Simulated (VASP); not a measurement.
The system is Sn.

```
CELL_PARAMETERS angstrom
-2.94014 2.94014 1.59930
2.94014 -2.94014 1.59930
2.94014 2.94014 -1.59930
ATOMIC_POSITIONS crystal
Sn 0.00000 0.00000 0.00000
Sn 0.75000 0.25000 0.50000
```

```yaml
Program: VASP 6.6.1
Task: relaxation of cell and atoms
Functional: PBEsol
Potentials_or_basis: VASP PAW PBE potentials, release 64 (Sn_d)
Cutoff: 600 eV
k_mesh: 9 × 9 × 9
Occupations: fermi-dirac, width 0.05 eV
Spin: no spin polarisation
```

At the start: pressure -1.5 GPa; volume 27.65 Å³/atom.

Question: Where does the relaxation end?

Answer: Over 7 steps the energy falls by 3.7 meV/atom and the volume is 26.87 Å³/atom (-2.8 %); space group I4_1/amd (No. 141, to 0.05 Å).

Step by step:
| step | energy change (eV) | largest force (eV/Å) | pressure (GPa) | volume (Å³) |
| --- | --- | --- | --- | --- |
| 1 | 0.0000 | 0.0000 | -1.45 | 55.30 |
| 2 | -0.0066 | 0.0000 | 0.50 | 53.32 |
| 3 | -0.0072 | 0.0000 | 0.01 | 53.77 |
| 4 | -0.0072 | 0.0000 | 0.06 | 53.74 |
| 5 | -0.0073 | 0.0000 | 0.05 | 53.74 |
| 6 | -0.0073 | 0.0000 | 0.04 | 53.74 |
| 7 | -0.0074 | 0.0000 | 0.04 | 53.74 |

Final structure:
```
Sn
1.0
    -2.91847    2.91847    1.57734
     2.91847   -2.91847    1.57734
     2.91847    2.91847   -1.57734
Sn
2
Direct
  0.00000 0.00000 0.00000
  0.75000 0.25000 0.50000
```

Caveat: the PAW data sets were made with another functional, which shifts forces and pressure a little.
